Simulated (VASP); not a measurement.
# SiGeO4 (F-43m) in VASP: notebook

SiGeO4 is run at these levels: PBE; tasks: relaxation of the atoms.

All numbers are computed with VASP 6.6.1; they aren't measurements. Logs are shortened: lines on timing, memory, paths and dates and some standing lists are left out, and cuts for length are marked.

## (1) The cell of the first run

The structure is cubic, space group F-43m (No. 216). Conventional cell: a = 7.651 Å, b = 7.651 Å, c = 7.651 Å, α = 90.00°, β = 90.00°, γ = 90.00°. Within 2.1 Å of Si (site symmetry -43m) lie 4 O at 1.60 Å. Ge (site symmetry -43m) has 4 O at 1.71 Å within 2.3 Å. O (site symmetry 3m) has 1 Si at 1.60 Å and 1 Ge at 1.71 Å within 2.1 Å.

## (2) Relaxation of the atoms, PBE (volume scaled by 0.97)

Contents of INCAR:

```
SYSTEM = SiGeO4
ALGO = Normal ; EDIFF = 1E-6
EDIFFG = -0.01 ; ENCUT = 520
GGA = PE ; IBRION = 2
ISIF = 2 ; ISMEAR = 0
LASPH = .TRUE. ; LCHARG = .FALSE.
LREAL = .FALSE. ; LWAVE = .FALSE.
NELM = 100 ; NSW = 50
PREC = Accurate ; SIGMA = 0.02
```

Contents of KPOINTS:

```
k-points
0
G
  6 6 6
  0 0 0
```

Contents of POSCAR:

```
SiGeO4
1.0
    0.0000000000      3.8257010711      3.8257010711
    3.8257010711      0.0000000000      3.8257010711
    3.8257010711      3.8257010711      0.0000000000
Si Ge O
1 1 4
Direct
    0.7500000000      0.7500000000      0.7500000000
    0.5000000000      0.5000000000      0.5000000000
    0.1121959340      0.6292680220      0.6292680220
    0.6292680220      0.1121959340      0.6292680220
    0.6292680220      0.6292680220      0.1121959340
    0.6292680220      0.6292680220      0.6292680220
```

Potentials or basis: VASP PAW PBE potentials, release 64 (Si, Ge_d, O).

The run is started by

```
$ cat potpaw_PBE.64/Si/POTCAR potpaw_PBE.64/Ge_d/POTCAR potpaw_PBE.64/O/POTCAR > POTCAR
$ mpirun -np 1 vasp_std > vasp.out
```

OUTCAR:

```text
SYSTEM = SiGeO4
   EDIFF = 1E-6
   EDIFFG = -0.01
   ENCUT = 520
   GGA = PE
   IBRION = 2
   ISIF = 2
   ISMEAR = 0
   LASPH = .TRUE.
   LREAL = .FALSE.
   NELM = 100
   NSW = 50
   PREC = Accurate

 ion  position               nearest neighbor table
   1  0.750  0.750  0.750-   3 1.60   4 1.60   5 1.60   6 1.60
   2  0.500  0.500  0.500-   6 1.71   4 1.71   5 1.71   3 1.71
   3  0.112  0.629  0.629-   1 1.60   2 1.71
   4  0.629  0.112  0.629-   1 1.60   2 1.71
   5  0.629  0.629  0.112-   1 1.60   2 1.71
   6  0.629  0.629  0.629-   1 1.60   2 1.71

  LATTYP: Found a face centered cubic cell.
 ALAT       =     7.6514021422

  Lattice vectors:

 A1 = (   0.0000000000,   3.8257010711,   3.8257010711)
 A2 = (   3.8257010711,   0.0000000000,   3.8257010711)
 A3 = (   3.8257010711,   3.8257010711,   0.0000000000)

Analysis of symmetry for initial positions (statically):
=====================================================================
 Subroutine PRICEL returns:
 Original cell was already a primitive cell.

 Routine SETGRP: Setting up the symmetry group for a
 face centered cubic supercell.

 Subroutine GETGRP returns: Found 24 space group operations
 (whereof 24 operations were pure point group operations)
 out of a pool of 48 trial point group operations.

The static configuration has the point symmetry T_d .

Analysis of symmetry for dynamics (positions and initial velocities):
=====================================================================
 Subroutine PRICEL returns:
 Original cell was already a primitive cell.

 Routine SETGRP: Setting up the symmetry group for a
 face centered cubic supercell.

 Subroutine GETGRP returns: Found 24 space group operations
 (whereof 24 operations were pure point group operations)
 out of a pool of 48 trial point group operations.

The dynamic configuration has the point symmetry T_d .

 Subroutine INISYM returns: Found 24 space group operations
 (whereof 24 operations are pure point group operations),
 and found     1 'primitive' translations

----------------------------------------------------------------------------------------

                                     Primitive cell

  volume of cell :     111.9858

  direct lattice vectors                    reciprocal lattice vectors
     0.000000000  3.825701071  3.825701071    -0.130695000  0.130695000  0.130695000
     3.825701071  0.000000000  3.825701071     0.130695000 -0.130695000  0.130695000
     3.825701071  3.825701071  0.000000000     0.130695000  0.130695000 -0.130695000

  length of vectors
     5.410358340  5.410358340  5.410358340     0.226370380  0.226370380  0.226370380

  position of ions in fractional coordinates (direct lattice)
     0.750000000  0.750000000  0.750000000
     0.500000000  0.500000000  0.500000000
     0.112195934  0.629268022  0.629268022
     0.629268022  0.112195934  0.629268022
     0.629268022  0.629268022  0.112195934
     0.629268022  0.629268022  0.629268022

  ion indices of the primitive-cell ions
   primitive index   ion index
                 1           1
                 2           2
                 3           3
                 4           4
                 5           5
                 6           6

----------------------------------------------------------------------------------------

 KPOINTS: k-points

Automatic generation of k-mesh.
 Grid dimensions read from file:
 generate k-points for:    6    6    6

 Generating k-lattice:

  Cartesian coordinates                     Fractional coordinates (reciprocal lattice)
    -0.021782500  0.021782500  0.021782500     0.166666667  0.000000000  0.000000000
     0.021782500 -0.021782500  0.021782500     0.000000000  0.166666667  0.000000000
     0.021782500  0.021782500 -0.021782500     0.000000000  0.000000000  0.166666667

  Length of vectors
     0.037728397  0.037728397  0.037728397

  Shift w.r.t. Gamma in fractional coordinates (k-lattice)
     0.000000000  0.000000000  0.000000000

 Subroutine IBZKPT returns following result:
 ===========================================

 Found     16 irreducible k-points:

 Following reciprocal coordinates:
            Coordinates               Weight
  0.000000  0.000000  0.000000      1.000000
  0.166667  0.000000  0.000000      8.000000
  0.333333  0.000000  0.000000      8.000000
  0.500000  0.000000  0.000000      4.000000
  0.166667  0.166667  0.000000      6.000000
  0.333333  0.166667  0.000000     24.000000
[... 8 lines left out ...]
 -0.333333  0.333333  0.166667     24.000000
 -0.333333  0.500000  0.166667     12.000000
   k-points           NKPTS =     16   k-points in BZ     NKDIM =     16   number of bands    NBANDS=     25
   number of dos      NEDOS =    301   number of ions     NIONS =      6
   total plane-waves  NPLWV =  64000
   dimension x,y,z NGX =    40 NGY =   40 NGZ =   40
   dimension x,y,z NGXF=    80 NGYF=   80 NGZF=   80
   ions per type =               1   1   4
   NGX,Y,Z   is equivalent  to a cutoff of  12.29, 12.29, 12.29 a.u.
   NGXF,Y,Z  is equivalent  to a cutoff of  24.58, 24.58, 24.58 a.u.
 SYSTEM =  SiGeO4
   PREC   = accura    normal or accurate (medium, high low for compatibility)
   ISTART =      0    job   : 0-new  1-cont  2-samecut
   ICHARG =      2    charge: 1-file 2-atom 10-const
   ISPIN  =      1    spin polarized calculation?
   LNONCOLLINEAR =      F non collinear calculations
   LSORBIT =      F    spin-orbit coupling
   LASPH  =      T    aspherical Exc in radial PAW
   ENCUT  =  520.0 eV  38.22 Ry    6.18 a.u.  10.06 10.06 10.06*2*pi/ulx,y,z
   NELM   =    100;   NELMIN=  2; NELMDL= -5     # of ELM steps
   EDIFF  = 0.1E-05   stopping-criterion for ELM
   LREAL  =      F    real-space projection
   EDIFFG = -.1E-01   stopping-criterion for IOM
   NSW    =     50    number of steps for IOM
   IBRION =      2    ionic relax: 0-MD 1-quasi-New 2-CG
   NFREE  =      1    steps in history (QN), initial steepest desc. (CG)
   ISIF   =      2    stress and relaxation
   ISYM   =      2    0-nonsym 1-usesym 2-fastsym
   POTIM  = 0.5000    time-step for ionic-motion
   TEBEG  =    0.0;   TEEND  =   0.0 temperature during run
   PSTRESS=    0.0 pullay stress
   NELECT =      42.0000    total number of electrons
   NUPDOWN=      -1.0000    fix difference up-down
   EMIN   =  10.00;   EMAX   =-10.00  energy-range for DOS
   EFERMI =   0.00;   METHOD = LEGACY
   ISMEAR =     0;   SIGMA  =   0.02  broadening in eV -4-tet -1-fermi 0-gaus
   EFERMI_NEDOS =   21; number of points for ismear=-14 and -15
   IALGO  =     38    algorithm
   IMIX   =      4    mixing-type and parameters
     AMIX     =   0.40;   BMIX     =  1.00
     AMIX_MAG =   1.60;   BMIX_MAG =  1.00
  volume/ion in A,a.u.               =      18.66       125.95
  Fermi-wavevector in a.u.,A,eV,Ry     =   1.180602  2.231015 18.964091  1.393821
  Thomas-Fermi vector in A             =   2.316891
   LORBIT       =      0    0 simple, 1 ext, 2 COOP (PROOUT), +10 PAW based schemes
   GGA     = PE    functional components
   LHFCALC =     F    Hartree Fock is set to
   AEXX    =    0.0000 exact exchange contribution
   IVDW    =     0    specifies the selected vdW correction
   LEPSILON=     F    determine dielectric tensor
   LRPA    =     F    only Hartree local field effects (RPA)
 conjugate gradient relaxation of ions
 non-spin polarized calculation
 Gauss-broadening in eV      SIGMA  =   0.02
  energy-cutoff  :      520.00
  volume of cell :      111.99
 maximum number of plane-waves:      3042
   NGX = 21   NGY = 21   NGZ = 21

--------------------------------------- Ionic step        1  -------------------------------------------

 number of electron      41.9999990 magnetization

 Free energy of the ion-electron system (eV)
  ---------------------------------------------------
  ext. energy  EPLUGINS =         0.00000000
  ---------------------------------------------------
  free energy    TOTEN  =       -42.52160548 eV

  energy without entropy =      -42.52160548  energy(sigma->0) =      -42.52160548

------------------------ aborting loop because EDIFF is reached ----------------------------------------

  FORCE on cell =-STRESS in cart. coord.  units (eV):
  Direction    XX          YY          ZZ          XY          YZ          ZX
  --------------------------------------------------------------------------------------
  -------------------------------------------------------------------------------------
  Total        2.6495215      2.6495215      2.6495215      0.0000000      0.0000000     -0.0000000
  in kB       37.9066096     37.9066096     37.9066096      0.0000000      0.0000000     -0.0000000
  external PRESSURE =      37.9066096 kB  Pullay stress =       0.0000000 kB

 VOLUME and BASIS-vectors are now :
 -----------------------------------------------------------------------------
  energy-cutoff  :      520.00
  volume of cell :      111.99
      direct lattice vectors                 reciprocal lattice vectors
     0.000000000  3.825701071  3.825701071    -0.130695000  0.130695000  0.130695000
     3.825701071  0.000000000  3.825701071     0.130695000 -0.130695000  0.130695000
     3.825701071  3.825701071  0.000000000     0.130695000  0.130695000 -0.130695000

 POSITION                                       TOTAL-FORCE (eV/Angst)
 -----------------------------------------------------------------------------------
      5.73855      5.73855      5.73855         0.000000     -0.000000      0.000000
      3.82570      3.82570      3.82570         0.000000     -0.000000      0.000000
      4.81478      2.83662      2.83662        -0.098033      0.098033      0.098033
      2.83662      4.81478      2.83662         0.098033     -0.098033      0.098033
      2.83662      2.83662      4.81478         0.098033      0.098033     -0.098033
      4.81478      4.81478      4.81478        -0.098033     -0.098033     -0.098033
 -----------------------------------------------------------------------------------
    total drift:                                0.000009      0.000009      0.000010
[... 30 lines left out ...]
 POSITION                                       TOTAL-FORCE (eV/Angst)
 -----------------------------------------------------------------------------------
      5.73855      5.73855      5.73855         0.000000      0.000000      0.000000
      3.82570      3.82570      3.82570         0.000000      0.000000      0.000000
      4.81005      2.84135      2.84135         0.283385     -0.283385     -0.283385
      2.84135      4.81005      2.84135        -0.283385      0.283385     -0.283385
      2.84135      2.84135      4.81005        -0.283385     -0.283385      0.283385
      4.81005      4.81005      4.81005         0.283385      0.283385      0.283385
 -----------------------------------------------------------------------------------
    total drift:                                0.000012      0.000012      0.000013

  FREE ENERGIE OF THE ION-ELECTRON SYSTEM (eV)
  ---------------------------------------------------
  free  energy   TOTEN  =       -42.5163513969 eV

  energy  without entropy=      -42.5163513969  energy(sigma->0) =      -42.51635140

--------------------------------------- Ionic step        3  -------------------------------------------

 number of electron      41.9999991 magnetization

 Free energy of the ion-electron system (eV)
  ---------------------------------------------------
  ext. energy  EPLUGINS =         0.00000000
  ---------------------------------------------------
  free energy    TOTEN  =       -42.52232119 eV

  energy without entropy =      -42.52232119  energy(sigma->0) =      -42.52232119

 E-fermi :  -1.2786     XC(G=0):  -7.3655

 val. band max:       -1.4353854710   @ k =   0.5000   0.0000   0.0000
 cond. band min:       2.9604882102   @ k =   0.0000   0.0000   0.0000
 fundamental gap:      4.3958736812
 Fermi energy:        -1.2786276679

 k-point     1 :       0.0000    0.0000    0.0000
  band No.  band energies     occupation
      1     -24.9077      2.00000
      2     -24.9077      2.00000
      3     -24.9077      2.00000
      4     -24.5818      2.00000
      5     -24.5818      2.00000
      6     -20.5913      2.00000
[... 17 lines left out ...]
     24       7.1087      0.00000
     25       7.1087      0.00000

 k-point     2 :       0.1667    0.0000    0.0000
  band No.  band energies     occupation
      1     -24.9097      2.00000
      2     -24.9076      2.00000
      3     -24.9076      2.00000
      4     -24.5817      2.00000
      5     -24.5817      2.00000
      6     -20.5075      2.00000
[... 422 lines left out ...]
 VOLUME and BASIS-vectors are now :
 -----------------------------------------------------------------------------
  energy-cutoff  :      520.00
  volume of cell :      111.99
      direct lattice vectors                 reciprocal lattice vectors
     0.000000000  3.825701071  3.825701071    -0.130695000  0.130695000  0.130695000
     3.825701071  0.000000000  3.825701071     0.130695000 -0.130695000  0.130695000
     3.825701071  3.825701071  0.000000000     0.130695000  0.130695000 -0.130695000

 POSITION                                       TOTAL-FORCE (eV/Angst)
 -----------------------------------------------------------------------------------
      5.73855      5.73855      5.73855         0.000000      0.000000     -0.000000
      3.82570      3.82570      3.82570         0.000000      0.000000     -0.000000
      4.81357      2.83784      2.83784        -0.000400      0.000400      0.000400
      2.83784      4.81357      2.83784         0.000400     -0.000400      0.000400
      2.83784      2.83784      4.81357         0.000400      0.000400     -0.000400
      4.81357      4.81357      4.81357        -0.000400     -0.000400     -0.000400
 -----------------------------------------------------------------------------------
    total drift:                                0.000010      0.000010      0.000011

  FREE ENERGIE OF THE ION-ELECTRON SYSTEM (eV)
  ---------------------------------------------------
  free  energy   TOTEN  =       -42.5223211866 eV

  energy  without entropy=      -42.5223211866  energy(sigma->0) =      -42.52232119

 reached required accuracy - stopping structural energy minimisation
```

Wall time 2.8 min (1 thread of Oxide Virtual Turin-like, shared host); peak memory 0.22 GiB.

Results:

- Free energy: -42.5223 eV
- Energy gained by relaxing: 0.1 meV/atom
- Ionic steps: 3
- Pressure after relaxing: 3.8 GPa
- Band gap on the k mesh: 4.40 eV, indirect (the least direct gap lies 4.8 meV higher)

The path:
```csv
step,energy change (eV),largest force (eV/Å),pressure (GPa)
1,0.0000,0.1698,3.79
2,0.0053,0.4908,3.72
3,-0.0007,0.0007,3.78
```

Final structure:
```
CELL_PARAMETERS angstrom
0.00000 3.82570 3.82570
3.82570 0.00000 3.82570
3.82570 3.82570 0.00000
ATOMIC_POSITIONS crystal
Si 0.75000 0.75000 0.75000
Ge 0.50000 0.50000 0.50000
O 0.11267 0.62911 0.62911
O 0.62911 0.11267 0.62911
O 0.62911 0.62911 0.11267
O 0.62911 0.62911 0.62911
```

 A k mesh can miss the band edges.

## (3) Relaxation of the atoms, PBE (volume scaled by 1.03)

Contents of INCAR:

```
SYSTEM = SiGeO4
PREC = Accurate
ENCUT = 520
EDIFF = 1E-7
ISMEAR = 0
SIGMA = 0.02
LREAL = .False.
LASPH = .True.
NELM = 100
ALGO = Normal
ISIF = 2
LWAVE = .False.
LCHARG = .False.
GGA = PE
IBRION = 2
NSW = 50
EDIFFG = -0.01
```

Contents of KPOINTS:

```
Automatic mesh
0
Gamma
  6 6 6
  0 0 0
```

Edit POSCAR of step 2 so:

```diff
@@ -2,5 +2,5 @@
 1.0
-    0.0000000000      3.8257010711      3.8257010711
-    3.8257010711      0.0000000000      3.8257010711
-    3.8257010711      3.8257010711      0.0000000000
+    0.0000000000      3.9030087900      3.9030087900
+    3.9030087900      0.0000000000      3.9030087900
+    3.9030087900      3.9030087900      0.0000000000
 Si Ge O
```

Potentials or basis: VASP PAW PBE potentials, release 64 (Si, Ge_d, O).

The run is started by

```
$ cat potpaw_PBE.64/Si/POTCAR potpaw_PBE.64/Ge_d/POTCAR potpaw_PBE.64/O/POTCAR > POTCAR
$ mpirun -np 1 vasp_std > vasp.out
```

Wall time 2.8 min (1 thread of Oxide Virtual Turin-like, shared host); peak memory 0.25 GiB.

The run converged. Its results:

```yaml
Free_energy: -42.5213 eV
Energy_gained_by_relaxing: 0.0 meV/atom
Ionic_steps: 3
Pressure_after_relaxing: -3.7 GPa
Band_gap_on_the_k_mesh: 3.66 eV, indirect (the least direct gap lies 4.2 meV higher)
```

Final structure:
```xyz
6
Lattice="0.0000 3.9030 3.9030 3.9030 0.0000 3.9030 3.9030 3.9030 0.0000" Properties=species:S:1:pos:R:3 pbc="T T T"
Si    5.8545    5.8545    5.8545
Ge    3.9030    3.9030    3.9030
O     4.9118    2.8942    2.8942
O     2.8942    4.9118    2.8942
O     2.8942    2.8942    4.9118
O     4.9118    4.9118    4.9118
```

Levels at points of the mesh, in eV from the valence-band top:
| k point | band 17 | band 18 | band 19 | band 20 | band 21 | band 22 | band 23 | band 24 | band 25 |
| --- | --- | --- | --- | --- | --- | --- | --- | --- | --- |
| (0.00, 0.00, 0.00) | -1.49 | -1.49 | 0.00 | 0.00 | 0.00 | 3.66 | 6.79 | 8.13 | 8.13 |
| (0.50, 0.00, 0.00) | -1.61 | -1.61 | -0.64 | -0.64 | 0.00 | 5.16 | 7.65 | 8.49 | 9.37 |
| (0.50, 0.50, 0.00) | -2.04 | -1.31 | -0.75 | -0.43 | -0.43 | 6.11 | 7.48 | 8.73 | 9.81 |

 A k mesh can miss the band edges.
